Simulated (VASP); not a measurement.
Write the native input for VASP 6.6.1 that does the following.

```yaml
Task: single point
Functional: PBEsol
Potentials_or_basis: VASP PAW PBE potentials, release 64 (V_sv)
Cutoff: 520 eV
k_mesh: 22 × 22 × 22
Occupations: gaussian, width 0.15 eV
Spin: no spin polarisation
Dipole_correction: no
Further_INCAR_settings: ALGO = Normal; EDIFF = 1e-06; NBANDS = 12
```

The structure of V lies in POSCAR:

```
V
1.0
   -1.4676100000      1.4676100000      1.4903050000
    1.4676100000     -1.4676100000      1.4903050000
    1.4676100000      1.4676100000     -1.4903050000
V
1
Direct
    0.0000000000      0.0000000000      0.0000000000
```

This cell differs from its parent crystal: strain -0.030 along x and y, -0.015 along z.

One way to write it, as run:

INCAR

```
  ALGO = Normal
  EDIFF = 1E-6
  ENCUT = 520
  GGA = PS
  ISIF = 2
  ISMEAR = 0
  LASPH = True
  LCHARG = False
  LREAL = False
  LWAVE = False
  NBANDS = 12
  NELM = 100
  PREC = Accurate
  SIGMA = 0.15
```

KPOINTS

```
k-points
0
Gamma
  22 22 22
```

Potentials or basis: VASP PAW PBE potentials, release 64 (V_sv).

Command:

```bash
$ cat potpaw_PBE.64/V_sv/POTCAR > POTCAR
$ mpirun -np 1 vasp_std > vasp.out
```

Results of the run:

| Item | Value |
| --- | --- |
| Pressure | 2.0 GPa |
| Band gap on the k mesh | zero (an odd number of electrons rules out a gap without spin polarisation) |

Caveat: the cell differs from its parent crystal (strain -0.030 along x and y, -0.015 along z); the PAW data sets were made with another functional, which shifts forces and pressure a little.

Wall time 2.2 min on 1 thread of Intel Xeon 8259CL, with other jobs on the host, peak memory 0.23 GiB.
